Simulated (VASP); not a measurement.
Set up this calculation in VASP 6.6.1, as the native input.

| Item | Value |
| --- | --- |
| Task | single point |
| Functional | RPBE |
| Potentials or basis | VASP PAW PBE potentials, release 64 (Te, Sb, Ge_d) |
| Cutoff | 520 eV |
| k mesh | 5 × 5 × 4 |
| Occupations | fermi-dirac, width 0.05 eV |
| Spin | no spin polarisation |
| Dipole correction | no |
| Further INCAR settings | ALGO = Normal; EDIFF = 1e-06; NBANDS = 44 |

The structure of Ge2Sb2Te5 lies in POSCAR:

```
Ge2Sb2Te5
1.0
    7.1516236626     -3.0927722698      0.0703218760
    7.1516236626      3.0927722698      0.0703218760
   -7.0726828711      0.0000000000      7.1601762394
Te Sb Ge
5 2 2
Direct
    0.5932959283      0.5932959283      0.3769705804
    0.7961753333      0.7961753333      0.2045014167
    0.0115857504      0.0115857504     -0.0010750307
    0.1817890562      0.1817890562      0.7700474788
    0.3762549917      0.3762549917      0.5709181145
    0.9135529984      0.9135529984      0.5939061600
    0.1123579260      0.1123579260      0.4248335418
    0.2754407456      0.2754407456      0.2039128458
    0.5395472701      0.5395472701      0.0559848927
```

One way to write it, as run:

INCAR

```
SYSTEM = Ge2Sb2Te5
PREC = Accurate ; ENCUT = 520
EDIFF = 1E-6 ; ISMEAR = -1
SIGMA = 0.05 ; LREAL = .FALSE.
LASPH = .TRUE. ; NELM = 60
ALGO = Normal ; ISIF = 2
LWAVE = .FALSE. ; LCHARG = .FALSE.
GGA = RP ; NBANDS = 44
```

KPOINTS

```
Automatic mesh
0
G
  5 5 4
  0 0 0
```

Potentials or basis: VASP PAW PBE potentials, release 64 (Te, Sb, Ge_d).

Run with:

```sh
$ cat potpaw_PBE.64/Te/POTCAR potpaw_PBE.64/Sb/POTCAR potpaw_PBE.64/Ge_d/POTCAR > POTCAR
$ mpirun -np 1 vasp_std > vasp.out
```

It gave:

```yaml
Pressure: 0.0 GPa
Largest_force: 0.017 eV/Å
Band_gap_on_the_k_mesh: 0.46 eV (least direct gap 0.53 eV)
```

Caveat: the PAW data sets were made with another functional, which shifts forces and pressure a little; spin-orbit coupling is left out, which moves the levels of the heavy elements.

Run time: 22 min on 1 thread of Intel(R) Xeon(R) 6975P-C (Granite Rapids), on a shared host, peak memory 0.87 GiB.
